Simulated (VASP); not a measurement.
# BaTe: single point with PBE

BaTe:

```xyz
2
Lattice="0.0000 3.4100 3.4100 3.4100 0.0000 3.4100 3.4100 3.4100 0.0000" Properties=species:S:1:pos:R:3 pbc="T T T"
Ba    0.0000    0.0000    0.0000
Te    3.4100    3.4100    3.5100
```

This cell differs from its parent crystal: all Te atoms moved -0.100 Å, as atom 2 towards its neighbour atom 1 (Ba) at 3.410 Å.

* Program: VASP 6.6.1
* Task: single point
* Functional: PBE
* Potentials or basis: VASP PAW PBE potentials, release 64 (Ba_sv, Te)
* Cutoff: 520 eV
* k mesh: 8 × 8 × 8
* Occupations: gaussian, width 0.05 eV
* Spin: no spin polarisation
* Dipole correction: no
* Further INCAR settings: ALGO = Normal; EDIFF = 1e-07; NBANDS = 15

- Pressure: 4.3 GPa
- Largest force: 0.316 eV/Å
- Band gap on the k mesh: 1.35 eV, indirect (least direct gap 1.71 eV)

Forces on the atoms (eV/Å):
```
Ba   0.000  0.000  0.316
Te   0.000  0.000 -0.316
```

Stress tensor (GPa, compression positive):
```
4.18 0.00 0.00
0.00 4.18 0.00
0.00 0.00 4.64
```

Levels at points of the mesh, in eV from the valence-band top:
| k point | band 5 | band 6 | band 7 | band 8 | band 9 | band 10 | band 11 | band 12 |
| --- | --- | --- | --- | --- | --- | --- | --- | --- |
| (0.00, 0.00, 0.00) | -9.71 | 0.00 | 0.00 | 0.00 | 2.88 | 2.90 | 2.90 | 3.24 |
| (0.50, 0.00, 0.00) | -8.72 | -2.45 | -1.28 | -1.28 | 4.29 | 4.95 | 5.06 | 5.06 |
| (0.50, 0.50, 0.00) | -9.47 | -1.12 | -0.36 | -0.36 | 1.35 | 4.57 | 5.02 | 5.91 |
| (0.00, 0.50, 0.50) | -9.48 | -1.13 | -0.40 | -0.36 | 1.39 | 4.58 | 5.01 | 5.98 |

Wall time 45 s on 1 thread of Intel(R) Xeon(R) Platinum 8375C CPU @ 2.90GHz (Ice Lake), on a shared host, peak memory 0.25 GiB.

Caveat: the cell differs from its parent crystal (all Te atoms moved -0.100 Å, as atom 2 towards its neighbour atom 1 (Ba) at 3.410 Å); spin-orbit coupling is left out, which moves the levels of the heavy elements. A k mesh can miss the band edges.
